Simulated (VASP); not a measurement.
# MoS2 (P6_3/mmc) in VASP: further runs, part 2 of 2

VASP 6.6.1.

### Step 3. Single point, PBE+D3(BJ) (strain +0.000 along x and y, -0.015 along z)

The input, INCAR:

```
  PREC = Accurate
  ENCUT = 520
  EDIFF = 1E-6
  ISMEAR = 0
  SIGMA = 0.05
  LREAL = False
  LASPH = True
  NELM = 60
  ALGO = Normal
  ISIF = 2
  LWAVE = False
  LCHARG = False
  GGA = PE
  IVDW = 12
  NBANDS = 35
```

The input, KPOINTS:

```
regular mesh
0
Gamma
  12 12 4
```

The input, POSCAR:

```
MoS2
1.0
    3.1493511256      0.0000000000      0.0000000000
   -1.5746755628      2.7274180802      0.0000000000
    0.0000000000      0.0000000000     11.9093925757
Mo S
2 4
Direct
    0.3333333333      0.6666666667      0.2500000000
    0.6666666667      0.3333333333      0.7500000000
    0.3333333333      0.6666666667      0.6204905688
    0.6666666667      0.3333333333      0.1204905688
    0.3333333333      0.6666666667      0.8795094312
    0.6666666667      0.3333333333      0.3795094312
```

Potentials or basis: VASP PAW PBE potentials, release 64 (Mo_sv, S).

Run with:

```
$ cat potpaw_PBE.64/Mo_sv/POTCAR potpaw_PBE.64/S/POTCAR > POTCAR
$ mpirun -np 1 vasp_std > vasp.out
```

OUTCAR:

```text
PREC = Accurate
   ENCUT = 520
   EDIFF = 1E-6
   ISMEAR = 0
   LREAL = False
   LASPH = True
   NELM = 60
   ISIF = 2
   GGA = PE
   IVDW = 12
 IVDW          = 12

 ion  position               nearest neighbor table
   1  0.333  0.667  0.250-   4 2.38   6 2.38   4 2.38   6 2.38   4 2.38   6 2.38
   2  0.667  0.333  0.750-   3 2.38   5 2.38   3 2.38   5 2.38   3 2.38   5 2.38
   3  0.333  0.667  0.620-   2 2.38   2 2.38   2 2.38
   4  0.667  0.333  0.120-   1 2.38   1 2.38   1 2.38
   5  0.333  0.667  0.880-   2 2.38   2 2.38   2 2.38
   6  0.667  0.333  0.380-   1 2.38   1 2.38   1 2.38

  LATTYP: Found a hexagonal cell.
 ALAT       =     3.1493511256
 C/A-ratio  =     3.7815385140

  Lattice vectors:

 A1 = (   3.1493511256,   0.0000000000,   0.0000000000)
 A2 = (  -1.5746755628,   2.7274180802,   0.0000000000)
 A3 = (   0.0000000000,   0.0000000000,  11.9093925757)

Analysis of symmetry for initial positions (statically):
=====================================================================
 Subroutine PRICEL returns:
 Original cell was already a primitive cell.

 Routine SETGRP: Setting up the symmetry group for a
 hexagonal supercell.

 Subroutine GETGRP returns: Found 24 space group operations
 (whereof 12 operations were pure point group operations)
 out of a pool of 24 trial point group operations.

The static configuration has the point symmetry D_3d.
 The point group associated with its full space group is D_6h.

Analysis of symmetry for dynamics (positions and initial velocities):
=====================================================================
 Subroutine PRICEL returns:
 Original cell was already a primitive cell.

 Routine SETGRP: Setting up the symmetry group for a
 hexagonal supercell.

 Subroutine GETGRP returns: Found 24 space group operations
 (whereof 12 operations were pure point group operations)
 out of a pool of 24 trial point group operations.

[... 131 lines left out ...]
  Fermi-wavevector in a.u.,A,eV,Ry     =   1.306537  2.468997 23.225685  1.707040
  Thomas-Fermi vector in A             =   2.437333
   LORBIT       =      0    0 simple, 1 ext, 2 COOP (PROOUT), +10 PAW based schemes
   GGA     = PE    functional components
   LHFCALC =     F    Hartree Fock is set to
   AEXX    =    0.0000 exact exchange contribution
   IVDW    =    12    specifies the selected vdW correction
   LEPSILON=     F    determine dielectric tensor
   LRPA    =     F    only Hartree local field effects (RPA)
 non-spin polarized calculation
 Gauss-broadening in eV      SIGMA  =   0.05
  energy-cutoff  :      520.00
  volume of cell :      102.30
 maximum number of plane-waves:      2780
 NGX is ok and might be reduce to    24
   NGX = 11   NGY = 11   NGZ = 45

 number of electron      52.0000002 magnetization

 Free energy of the ion-electron system (eV)
  ---------------------------------------------------
  ext. energy  EPLUGINS =         0.00000000
  ---------------------------------------------------
  free energy    TOTEN  =       -43.48242616 eV

  energy without entropy =      -43.48242616  energy(sigma->0) =      -43.48242616

 E-fermi :   8.5848     XC(G=0): -11.0914

 val. band max:        8.2722326370   @ k =   0.0000   0.0000   0.0000
 cond. band min:       9.0041682313   @ k =   0.1667   0.1667   0.0000
 fundamental gap:      0.7319355942
 Fermi energy:         8.5847981494

 k-point     1 :       0.0000    0.0000    0.0000
  band No.  band energies     occupation
      1     -53.3833      2.00000
      2     -53.3833      2.00000
      3     -27.5547      2.00000
      4     -27.5545      2.00000
      5     -27.3185      2.00000
      6     -27.3185      2.00000
[... 901 lines left out ...]
     34      11.8271      0.00000
     35      14.7440      0.00000

 [... further k-points ...]

------------------------ aborting loop because EDIFF is reached ----------------------------------------

 Edisp (eV)   -2.66625

 E8    (eV) :    -1.0750

  FORCE on cell =-STRESS in cart. coord.  units (eV):
  Direction    XX          YY          ZZ          XY          YZ          ZX
  --------------------------------------------------------------------------------------
  -------------------------------------------------------------------------------------
  Total       0.90638     0.90638     2.91159     0.00000     0.00000     0.00000
  in kB      14.19583    14.19583    45.60146     0.00000     0.00000     0.00000
  external pressure =       24.66 kB  Pullay stress =        0.00 kB

 VOLUME and BASIS-vectors are now :
 -----------------------------------------------------------------------------
  energy-cutoff  :      520.00
  volume of cell :      102.30
      direct lattice vectors                 reciprocal lattice vectors
     3.149351126  0.000000000  0.000000000     0.317525725  0.183323563  0.000000000
    -1.574675563  2.727418080  0.000000000     0.000000000  0.366647126  0.000000000
     0.000000000  0.000000000 11.909392576     0.000000000  0.000000000  0.083967339

 POSITION                                       TOTAL-FORCE (eV/Angst)
 -----------------------------------------------------------------------------------
     -0.00000      1.81828      2.97735        -0.000000      0.000000      0.000000
      1.57468      0.90914      8.93204         0.000000     -0.000000      0.000000
     -0.00000      1.81828      7.38967         0.000000     -0.000000     -0.416401
      1.57468      0.90914      1.43497        -0.000000      0.000000     -0.416401
     -0.00000      1.81828     10.47442         0.000000     -0.000000      0.416401
      1.57468      0.90914      4.51973        -0.000000      0.000000      0.416401
 -----------------------------------------------------------------------------------
    total drift:                               -0.000000      0.000000     -0.000000

  FREE ENERGIE OF THE ION-ELECTRON SYSTEM (eV)
  ---------------------------------------------------
  free  energy   TOTEN  =       -46.1486791823 eV

  energy  without entropy=      -46.1486791823  energy(sigma->0) =      -46.14867918
```

Wall time 3.7 min (1 thread of Intel Xeon 8259CL, shared host); peak memory 0.33 GiB.

What came out:

```yaml
Free_energy: -46.1487 eV
Pressure: 2.5 GPa
Largest_force: 0.416 eV/Å
Band_gap_on_the_k_mesh: 0.73 eV (least direct gap 1.66 eV)
Dispersion_energy_per_atom: -0.444 eV
```

Forces on the atoms (eV/Å):
```
Mo   0.000  0.000  0.000
Mo   0.000  0.000  0.000
S    0.000  0.000 -0.416
S    0.000  0.000 -0.416
S    0.000  0.000  0.416
S    0.000  0.000  0.416
```

Levels at points of the mesh, in eV from the valence-band top:
```
           k point  band 22  band 23  band 24  band 25  band 26  band 27  band 28  band 29  band 30  band 31
(0.00, 0.00, 0.00)    -2.38    -2.38    -1.33    -1.09     0.00     1.97     1.97     2.01     2.01     2.16
(0.50, 0.00, 0.00)    -2.62    -1.99    -1.72    -1.64    -1.45     1.46     1.53     1.88     2.19     2.76
(0.00, 0.00, 0.50)    -2.42    -2.42    -2.42    -0.26    -0.26     1.98     1.98     1.98     1.98     2.29
(0.50, 0.00, 0.50)    -2.82    -1.86    -1.86    -1.53    -1.53     1.49     1.49     2.05     2.05     3.17
```

Caveat: the cell differs from its parent crystal (strain +0.000 along x and y, -0.015 along z). A k mesh can miss the band edges.
